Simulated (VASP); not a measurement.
Write the native input for VASP 6.6.1 that does the following.

- Task: single point
- Functional: r2SCAN
- Potentials or basis: VASP PAW PBE potentials, release 64 (Pt)
- Cutoff: 520 eV
- k mesh: 18 × 18 × 18
- Occupations: gaussian, width 0.1 eV
- Spin: no spin polarisation
- Dipole correction: no
- Further INCAR settings: ALGO = Normal; EDIFF = 1e-06; NBANDS = 11

The system is Pt.

```
CELL_PARAMETERS angstrom
0.00000 1.97011 1.97011
1.97011 0.00000 1.97011
1.97011 1.97011 0.00000
ATOMIC_POSITIONS crystal
Pt 0.00000 0.00000 0.00000
```

The input as run:

POSCAR

```
Pt
1.0
    0.0000000000      1.9701092153      1.9701092153
    1.9701092153      0.0000000000      1.9701092153
    1.9701092153      1.9701092153      0.0000000000
Pt
1
Direct
    0.0000000000      0.0000000000      0.0000000000
```

INCAR.step1

```
ALGO = Normal ; EDIFF = 1E-4
ENCUT = 520 ; GGA = PE
ISMEAR = 0 ; LASPH = True
LCHARG = False ; LREAL = False
LWAVE = True ; NBANDS = 11
NELM = 80 ; PREC = Accurate
SIGMA = 0.1
```

INCAR.step2

```
ALGO = Normal ; EDIFF = 1E-6
ENCUT = 520 ; ISIF = 2
ISMEAR = 0 ; ISTART = 1
LASPH = True ; LCHARG = False
LMIXTAU = True ; LREAL = False
LWAVE = False ; METAGGA = R2SCAN
NBANDS = 11 ; NELM = 80
PREC = Accurate ; SIGMA = 0.1
```

KPOINTS

```
k-points
0
Gamma
  18 18 18
```

Potentials or basis: VASP PAW PBE potentials, release 64 (Pt).

Run with:

```console
$ cat potpaw_PBE.64/Pt/POTCAR > POTCAR
$ cp INCAR.step1 INCAR
$ mpirun -np 1 vasp_std > vasp.out
$ cp INCAR.step2 INCAR
$ mpirun -np 1 vasp_std > vasp.out
```

Results of the run:

```yaml
Pressure: 0.7 GPa
Band_gap_on_the_k_mesh: zero (band 5 reaches 11.26 eV, above the bottom of band 6 at 8.94 eV)
```

Caveat: the PAW data sets were made with another functional, which shifts forces and pressure a little; spin-orbit coupling is left out, which moves the levels of the heavy elements.

Run time: 110 s on 1 thread of Intel(R) Xeon(R) Platinum 8488C (Sapphire Rapids) (shared host), peak memory 0.17 GiB.
